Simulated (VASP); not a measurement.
# Sb (P6_3/mmc) in VASP: relaxation of cell and atoms with r2SCAN

Aim: the relaxation of cell and atoms of Sb with r2SCAN.

Everything below comes from runs of VASP 6.6.1. Logs are shortened: lines on timing, memory, paths and dates and some standing lists are left out, and cuts for length are marked.

## Step 1: The cell of the first run

The structure is hexagonal, space group P6_3/mmc (No. 194). The conventional cell has a = 5.080 Å, b = 5.080 Å, c = 6.169 Å, α = 90.00°, β = 90.00°, γ = 120.00°. Within 3.9 Å of Sb (site symmetry -6m2) lie 5 Sb at 2.93 to 3.08 Å. Within 3.9 Å of Sb (site symmetry -6m2) lie 3 Sb at 2.93 Å.

This isn't the form of Sb at room conditions, which is rhombohedral.

## Step 2: Relaxation of cell and atoms, r2SCAN

POSCAR reads:

```
Sb
1.0
    5.0798910022      0.0000000000      0.0000000000
   -2.5399455011      4.3993146563      0.0000000000
    0.0000000000      0.0000000000      6.1694404899
Sb
4
Direct
    0.0000000000      0.0000000000      0.2500000000
    0.0000000000      0.0000000000      0.7500000000
    0.3333333333      0.6666666667      0.7500000000
    0.6666666667      0.3333333333      0.2500000000
```

INCAR.step1 reads:

```
SYSTEM = Sb
  PREC = Accurate
  ENCUT = 600
  ISMEAR = 0
  SIGMA = 0.1
  LREAL = .FALSE.
  LASPH = .TRUE.
  NELM = 60
  GGA = PE
  ALGO = Normal
  EDIFF = 1E-4
  LWAVE = .TRUE.
  LCHARG = .FALSE.
  KPAR = 4
```

INCAR.step2 reads:

```
SYSTEM = Sb
  PREC = Accurate
  ENCUT = 600
  EDIFF = 1E-6
  ISMEAR = 0
  SIGMA = 0.1
  LREAL = .FALSE.
  LASPH = .TRUE.
  NELM = 60
  ALGO = Normal
  ISIF = 3
  LWAVE = .FALSE.
  LCHARG = .FALSE.
  METAGGA = R2SCAN
  LMIXTAU = .TRUE.
  IBRION = 2
  NSW = 100
  EDIFFG = -0.01
  ISTART = 1
  KPAR = 4
```

KPOINTS reads:

```
regular mesh
0
G
  12 12 8
  0 0 0
```

Potentials or basis: VASP PAW PBE potentials, release 64 (Sb).

Launch:

```sh
> cat potpaw_PBE.64/Sb/POTCAR > POTCAR
> cp INCAR.step1 INCAR
> mpirun -np 4 vasp_std > vasp.out
> cp INCAR.step2 INCAR
> mpirun -np 4 vasp_std > vasp.out
```

OUTCAR:

```text
SYSTEM = Sb
   PREC = Accurate
   ENCUT = 600
   EDIFF = 1E-6
   ISMEAR = 0
   LREAL = .FALSE.
   LASPH = .TRUE.
   NELM = 60
   ISIF = 3
   METAGGA = R2SCAN
   IBRION = 2
   NSW = 100
   EDIFFG = -0.01
   ISTART = 1

 ion  position               nearest neighbor table
   1  0.000  0.000  0.250-   4 2.93   4 2.93   4 2.93   2 3.08   2 3.08
   2  0.000  0.000  0.750-   3 2.93   3 2.93   3 2.93   1 3.08   1 3.08
   3  0.333  0.667  0.750-   2 2.93   2 2.93   2 2.93
   4  0.667  0.333  0.250-   1 2.93   1 2.93   1 2.93

  LATTYP: Found a hexagonal cell.
 ALAT       =     5.0798910022
 C/A-ratio  =     1.2144828476

  Lattice vectors:

 A1 = (   5.0798910022,   0.0000000000,   0.0000000000)
 A2 = (  -2.5399455011,   4.3993146563,   0.0000000000)
 A3 = (   0.0000000000,   0.0000000000,   6.1694404899)

Analysis of symmetry for initial positions (statically):
=====================================================================
 Subroutine PRICEL returns:
 Original cell was already a primitive cell.

 Routine SETGRP: Setting up the symmetry group for a
 hexagonal supercell.

 Subroutine GETGRP returns: Found 24 space group operations
 (whereof 12 operations were pure point group operations)
 out of a pool of 24 trial point group operations.

The static configuration has the point symmetry D_3d.
 The point group associated with its full space group is D_6h.

Analysis of symmetry for dynamics (positions and initial velocities):
=====================================================================
 Subroutine PRICEL returns:
 Original cell was already a primitive cell.

 Routine SETGRP: Setting up the symmetry group for a
 hexagonal supercell.

 Subroutine GETGRP returns: Found 24 space group operations
 (whereof 12 operations were pure point group operations)
 out of a pool of 24 trial point group operations.

The dynamic configuration has the point symmetry D_3d.
 The point group associated with its full space group is D_6h.

 Subroutine INISYM returns: Found 24 space group operations
 (whereof 12 operations are pure point group operations),
 and found     1 'primitive' translations

----------------------------------------------------------------------------------------

                                     Primitive cell

  volume of cell :     137.8749

  direct lattice vectors                    reciprocal lattice vectors
     5.079891002  0.000000000  0.000000000     0.196854617  0.113654066  0.000000000
    -2.539945501  4.399314656  0.000000000     0.000000000  0.227308133  0.000000000
     0.000000000  0.000000000  6.169440490     0.000000000  0.000000000  0.162089253

  length of vectors
     5.079891002  5.079891002  6.169440490     0.227308133  0.227308133  0.162089253

  position of ions in fractional coordinates (direct lattice)
     0.000000000  0.000000000  0.250000000
     0.000000000  0.000000000  0.750000000
     0.333333333  0.666666667  0.750000000
     0.666666667  0.333333333  0.250000000

  ion indices of the primitive-cell ions
   primitive index   ion index
                 1           1
                 2           2
                 3           3
                 4           4

----------------------------------------------------------------------------------------

 KPOINTS: regular mesh

Automatic generation of k-mesh.
 Grid dimensions read from file:
 generate k-points for:   12   12    8

 Generating k-lattice:

  Cartesian coordinates                     Fractional coordinates (reciprocal lattice)
     0.016404551  0.009471172  0.000000000     0.083333333  0.000000000  0.000000000
     0.000000000  0.018942344  0.000000000     0.000000000  0.083333333  0.000000000
     0.000000000  0.000000000  0.020261157     0.000000000  0.000000000  0.125000000

  Length of vectors
     0.018942344  0.018942344  0.020261157

  Shift w.r.t. Gamma in fractional coordinates (k-lattice)
     0.000000000  0.000000000  0.000000000

 Subroutine IBZKPT returns following result:
 ===========================================

 Found     95 irreducible k-points:

 Following reciprocal coordinates:
            Coordinates               Weight
  0.000000  0.000000  0.000000      1.000000
  0.083333  0.000000  0.000000      6.000000
  0.166667  0.000000  0.000000      6.000000
  0.250000  0.000000  0.000000      6.000000
  0.333333  0.000000  0.000000      6.000000
  0.416667  0.000000  0.000000      6.000000
[... 16 lines left out ...]
  0.250000  0.000000  0.125000     12.000000
  0.333333  0.000000  0.125000     12.000000
 [... further k-points ...]
   k-points           NKPTS =     95   k-points in BZ     NKDIM =     95   number of bands    NBANDS=     14
   number of dos      NEDOS =    301   number of ions     NIONS =      4
   total plane-waves  NPLWV =  88200
   dimension x,y,z NGX =    42 NGY =   42 NGZ =   50
   dimension x,y,z NGXF=    84 NGYF=   84 NGZF=  100
   ions per type =               4
   NGX,Y,Z   is equivalent  to a cutoff of  13.75, 13.75, 13.47 a.u.
   NGXF,Y,Z  is equivalent  to a cutoff of  27.49, 27.49, 26.95 a.u.
 SYSTEM =  Sb
   PREC   = accura    normal or accurate (medium, high low for compatibility)
   ISTART =      1    job   : 0-new  1-cont  2-samecut
   ICHARG =      0    charge: 1-file 2-atom 10-const
   ISPIN  =      1    spin polarized calculation?
   LNONCOLLINEAR =      F non collinear calculations
   LSORBIT =      F    spin-orbit coupling
   LASPH  =      T    aspherical Exc in radial PAW
   ENCUT  =  600.0 eV  44.10 Ry    6.64 a.u.  10.15 10.15 12.32*2*pi/ulx,y,z
   NELM   =     60;   NELMIN=  2; NELMDL=  0     # of ELM steps
   EDIFF  = 0.1E-05   stopping-criterion for ELM
   LREAL  =      F    real-space projection
   EDIFFG = -.1E-01   stopping-criterion for IOM
   NSW    =    100    number of steps for IOM
   IBRION =      2    ionic relax: 0-MD 1-quasi-New 2-CG
   NFREE  =      1    steps in history (QN), initial steepest desc. (CG)
   ISIF   =      3    stress and relaxation
   ISYM   =      2    0-nonsym 1-usesym 2-fastsym
   POTIM  = 0.5000    time-step for ionic-motion
   TEBEG  =    0.0;   TEEND  =   0.0 temperature during run
   PSTRESS=    0.0 pullay stress
   NELECT =      20.0000    total number of electrons
   NUPDOWN=      -1.0000    fix difference up-down
   EMIN   =  10.00;   EMAX   =-10.00  energy-range for DOS
   EFERMI =   0.00;   METHOD = LEGACY
   ISMEAR =     0;   SIGMA  =   0.10  broadening in eV -4-tet -1-fermi 0-gaus
   EFERMI_NEDOS =   21; number of points for ismear=-14 and -15
   IALGO  =     38    algorithm
   IMIX   =      4    mixing-type and parameters
     AMIX     =   0.40;   BMIX     =  1.00
     AMIX_MAG =   1.60;   BMIX_MAG =  1.00
  volume/ion in A,a.u.               =      34.47       232.61
  Fermi-wavevector in a.u.,A,eV,Ry     =   0.860181  1.625506 10.067101  0.739911
  Thomas-Fermi vector in A             =   1.977647
   LORBIT       =      0    0 simple, 1 ext, 2 COOP (PROOUT), +10 PAW based schemes
   METAGGA = R2SCAN    functional components
   LHFCALC =     F    Hartree Fock is set to
   AEXX    =    0.0000 exact exchange contribution
   IVDW    =     0    specifies the selected vdW correction
   LEPSILON=     F    determine dielectric tensor
   LRPA    =     F    only Hartree local field effects (RPA)
 conjugate gradient relaxation of ions
 non-spin polarized calculation
 Gauss-broadening in eV      SIGMA  =   0.10
  energy-cutoff  :      600.00
  volume of cell :      137.87
 maximum number of plane-waves:      4636
 NGX is ok and might be reduce to    42
   NGX = 21   NGY = 21   NGZ = 25

--------------------------------------- Ionic step        1  -------------------------------------------

 number of electron      19.9999998 magnetization

 Free energy of the ion-electron system (eV)
  ---------------------------------------------------
  ext. energy  EPLUGINS =         0.00000000
  ---------------------------------------------------
  free energy    TOTEN  =      -101.11346784 eV

  energy without entropy =     -101.09860060  energy(sigma->0) =     -101.10603422

------------------------ aborting loop because EDIFF is reached ----------------------------------------

  FORCE on cell =-STRESS in cart. coord.  units (eV):
  Direction    XX          YY          ZZ          XY          YZ          ZX
  --------------------------------------------------------------------------------------
  -------------------------------------------------------------------------------------
  Total        0.4751872      0.4751872     -0.5010485     -0.0000000      0.0000000      0.0000000
  in kB        5.5219204      5.5219204     -5.8224421     -0.0000000      0.0000000      0.0000000
  external PRESSURE =       1.7404662 kB  Pullay stress =       0.0000000 kB
[... 99 lines left out ...]
  energy  without entropy=     -101.1027044638  energy(sigma->0) =     -101.11050599

--------------------------------------- Ionic step        4  -------------------------------------------

 number of electron      19.9999997 magnetization

 Free energy of the ion-electron system (eV)
  ---------------------------------------------------
  ext. energy  EPLUGINS =         0.00000000
  ---------------------------------------------------
  free energy    TOTEN  =      -101.11957306 eV

  energy without entropy =     -101.10412800  energy(sigma->0) =     -101.11185053

 E-fermi :   5.4373     XC(G=0):  -9.3430

 val. band max:        5.4251666384   @ k =   0.3333   0.1667   0.3750
 cond. band min:       5.4466700802   @ k =   0.0833   0.0833   0.2500
 fundamental gap:      0.0215034418
 Fermi energy:         5.4372645247

 k-point     1 :       0.0000    0.0000    0.0000
  band No.  band energies     occupation
      1      -7.0821      2.00000
      2      -4.8983      2.00000
      3      -1.3183      2.00000
      4       0.2581      2.00000
      5       0.3553      2.00000
      6       1.9654      2.00000
      7       1.9654      2.00000
      8       3.0131      2.00000
      9       3.0131      2.00000
     10       5.4670      0.67366
     11       6.5544      0.00000
     12       6.5776      0.00000
     13       6.5776      0.00000
     14       7.4818      0.00000
[... 375 lines left out ...]
 k-point    24 :       0.3333    0.0000    0.1250
  band No.  band energies     occupation
      1      -6.3410      2.00000
      2      -4.5053      2.00000
      3      -3.2412      2.00000
      4      -2.0453      2.00000
      5       1.1686      2.00000
      6       1.1730      2.00000
      7       2.8453      2.00000
      8       3.4186      2.00000
      9       4.1834      2.00000
     10       4.6553      2.00000
     11       5.8621      0.00000
     12       7.4973      0.00000
     13       8.0761      0.00000
     14       8.2101      0.00000

 [... further k-points ...]

------------------------ aborting loop because EDIFF is reached ----------------------------------------

  FORCE on cell =-STRESS in cart. coord.  units (eV):
  Direction    XX          YY          ZZ          XY          YZ          ZX
  --------------------------------------------------------------------------------------
  -------------------------------------------------------------------------------------
  Total       -0.0344011     -0.0344011     -0.0155738      0.0000000      0.0000000      0.0000000
  in kB       -0.4002302     -0.4002302     -0.1811889      0.0000000      0.0000000      0.0000000
  external PRESSURE =      -0.3272165 kB  Pullay stress =       0.0000000 kB
[... 19 lines left out ...]
  FREE ENERGIE OF THE ION-ELECTRON SYSTEM (eV)
  ---------------------------------------------------
  free  energy   TOTEN  =      -101.1195730578 eV

  energy  without entropy=     -101.1041280034  energy(sigma->0) =     -101.11185053

 reached required accuracy - stopping structural energy minimisation
```

It took 12 min on 4 MPI ranks of Oxide Virtual Turin-like, shared host; peak memory 0.43 GiB.

What came out:

```
Free energy                           : -101.1196 eV
Relaxed volume                        : 34.43 Å³/atom
Relaxed cell                          : a = 5.110 Å, b = 5.110 Å, c = 6.090 Å, α = 90.00°, β = 90.00°, γ = 120.00°
Space group after relaxing (to 0.1 Å) : P6_3/mmc (No. 194)
Energy gained by relaxing             : 1.5 meV/atom
Ionic steps                           : 4
Pressure after relaxing               : 0.0 GPa
Band gap on the k mesh                : zero (bands 10 and 11 overlap by 0.80 eV)
```

Step by step:
| step | energy change (eV) | largest force (eV/Å) | pressure (GPa) | volume (Å³) |
| --- | --- | --- | --- | --- |
| 1 | 0.0000 | 0.0000 | 0.17 | 137.87 |
| 2 | -0.0048 | 0.0000 | -0.22 | 138.62 |
| 3 | -0.0048 | 0.0000 | -0.28 | 138.73 |
| 4 | -0.0061 | 0.0000 | -0.03 | 137.71 |

Final structure:
```
CELL_PARAMETERS angstrom
5.10990 0.00000 0.00000
-2.55495 4.42530 0.00000
0.00000 0.00000 6.09000
ATOMIC_POSITIONS crystal
Sb 0.00000 0.00000 0.25000
Sb 0.00000 0.00000 0.75000
Sb 0.33333 0.66667 0.75000
Sb 0.66667 0.33333 0.25000
```

Levels at points of the mesh, in eV from the Fermi level:
```
           k point  band 6  band 7  band 8  band 9  band 10  band 11  band 12  band 13  band 14
(0.00, 0.00, 0.00)   -3.47   -3.47   -2.42   -2.42     0.03     1.12     1.14     1.14     2.04
(0.50, 0.00, 0.00)   -4.37   -2.60   -1.60   -1.58    -1.07     0.14     3.44     3.46     3.77
(0.00, 0.00, 0.50)   -2.91   -2.91   -2.91   -1.65    -1.65     1.06     1.06     1.06     1.06
(0.50, 0.00, 0.50)   -3.71   -2.37   -2.37   -0.51    -0.51     1.22     1.22     3.50     3.50
```

Caveat: the PAW data sets were made with another functional, which shifts forces and pressure a little; spin-orbit coupling is left out, which moves the levels of the heavy elements.

The gap in the log of VASP goes by the Fermi energy; the results here count the filled bands.